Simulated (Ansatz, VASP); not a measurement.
# One calculation of Sc, two programs

Contents of INCAR:

```
PREC     = Accurate       # precision mode
ENCUT    = 520            # plane-wave cutoff, eV
EDIFF    = 1E-6           # SCF threshold, eV
ISMEAR   = 1              # smearing method
SIGMA    = 0.01           # smearing width, eV
LREAL    = F              # projectors in reciprocal space
LASPH    = T              # aspherical terms in the spheres
NELM     = 100            # most SCF steps
ALGO     = Normal         # electronic algorithm
ISIF     = 2              # what is computed and relaxed
LWAVE    = F              # write WAVECAR
LCHARG   = T              # write CHGCAR
GGA      = PE             # functional
LELF     = T              # ELF
LVHAR    = T            
NBANDS   = 18             # bands
```

KPOINTS

```
Automatic mesh
0
Gamma
  11 11 6
```

POSCAR

```
Sc
1.0
    3.3193628924      0.0000000000      0.0000000000
   -1.6596814462      2.8746525892      0.0000000000
    0.0000000000      0.0000000000      5.1842605006
Sc
2
Direct
    0.3333333333      0.6666666667      0.2500000000
    0.6666666667      0.3333333333      0.7500000000
```

Input for Ansatz:

```yaml
crystal:
  lattice:
    - [3.3193628924, 0.0, 0.0]
    - [-1.6596814462, 2.8746525892, 0.0]
    - [0.0, 0.0, 5.1842605006]
  atoms:
    - { symbol: Sc, position: [0.3333333333, 0.6666666667, 0.25] }
    - { symbol: Sc, position: [0.6666666667, 0.3333333333, 0.75] }
hamiltonian:
  xc: pbe
  pseudopotentials:
    kind: paw
    azcp:
      Sc: "pseudopotentials/Sc.paw.azcp"
basis:
  ecutwfc: 420
  fft_grid_basis: typed
kpoints:
  mp_grid: { grid: [11, 11, 6], shift: [0, 0, 0] }
magnetization:
  spin_polarized: false
scf:
  occupations: { method: methfessel_paxton, width: 0.01 }
  lower_state_search: "off"
output:
  stress: true
```

Alike in both runs: task single point; functional PBE; k mesh 11 × 11 × 6; occupations methfessel-paxton of order 1, width 0.01 eV; no spin polarisation.

|  | VASP | Ansatz |
| --- | --- | --- |
| version | VASP 6.6.1 | Ansatz 0.2.0 |
| potentials or method | VASP PAW PBE potentials, release 64 (Sc_sv), cutoff 520 eV | plane waves (420 eV) with PAW, scalar-relativistic |
| valence electrons in the cell | 22 | 22 |

|  | VASP | Ansatz | Ansatz less VASP |
| --- | --- | --- | --- |
| pressure (GPa) | -0.3 | -0.3 | -0.03 |
| traceless stress, the component that is largest in VASP (GPa) | -0.22 | -0.23 | -0.004 |

The functional is the same, so the differences come from potentials, cutoffs and numerics.
